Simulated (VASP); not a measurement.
Be3CdS4:

```
Be Cd S
1.0
     3.61000    0.00000    0.00000
     0.00000    3.61000    0.00000
     0.00000    0.00000   10.22000
Be Cd S
3 1 4
Direct
  0.50000 0.50000 0.26000
  0.00000 0.00000 0.50000
  0.50000 0.50000 0.74000
  0.00000 0.00000 0.00000
  0.50000 0.00000 0.14500
  0.50000 0.00000 0.61500
  0.00000 0.50000 0.38500
  0.00000 0.50000 0.85500
```

| Property | Result |
| --- | --- |
| Program | VASP 6.6.1 |
| Task | relaxation of cell and atoms |
| Functional | PBE |
| Potentials or basis | VASP PAW PBE potentials, release 64 (Be, Cd, S) |
| Cutoff | 600 eV |
| k mesh | 3 × 3 × 2 |
| Occupations | gaussian, width 0.15 eV |
| Spin | no spin polarisation |

At the start: pressure 4.6 GPa; volume 16.65 Å³/atom.

Problem. Where does the relaxation end?

Solution. Over 8 steps the energy falls by 93.1 meV/atom and the volume is 17.02 Å³/atom (+2.2 %); space group P-4m2 (No. 115, to 0.1 Å) before and after.

Step by step:
```csv
step,energy change (eV),largest force (eV/Å),pressure (GPa),volume (Å³)
1,0.0000,2.7886,4.63,133.19
2,-0.5113,0.6899,-2.78,142.67
3,-0.5114,0.6910,-2.80,142.72
4,-0.6444,0.5641,-0.69,138.05
5,-0.6680,0.4741,0.81,135.23
6,-0.7140,0.3579,0.44,135.66
7,-0.7404,0.2074,-0.06,136.31
8,-0.7447,0.0288,-0.01,136.18
```

Final structure:
```cif
data_structure
_symmetry_space_group_name_H-M 'P 1'
_symmetry_Int_Tables_number 1
_cell_length_a 3.6095
_cell_length_b 3.6095
_cell_length_c 10.4523
_cell_angle_alpha 90.000
_cell_angle_beta 90.000
_cell_angle_gamma 90.000
_cell_volume 136.18
loop_
_atom_site_label
_atom_site_type_symbol
_atom_site_fract_x
_atom_site_fract_y
_atom_site_fract_z
_atom_site_occupancy
Be1 Be 0.50000 0.50000 0.27663 1
Be2 Be 0.00000 0.00000 0.50000 1
Be3 Be 0.50000 0.50000 0.72337 1
Cd1 Cd 0.00000 0.00000 0.00000 1
S1 S 0.50000 0.00000 0.16888 1
S2 S 0.50000 0.00000 0.61097 1
S3 S 0.00000 0.50000 0.38903 1
S4 S 0.00000 0.50000 0.83112 1
```

Caveat: the k points lie up to 0.58 Å⁻¹ apart in the final cell.
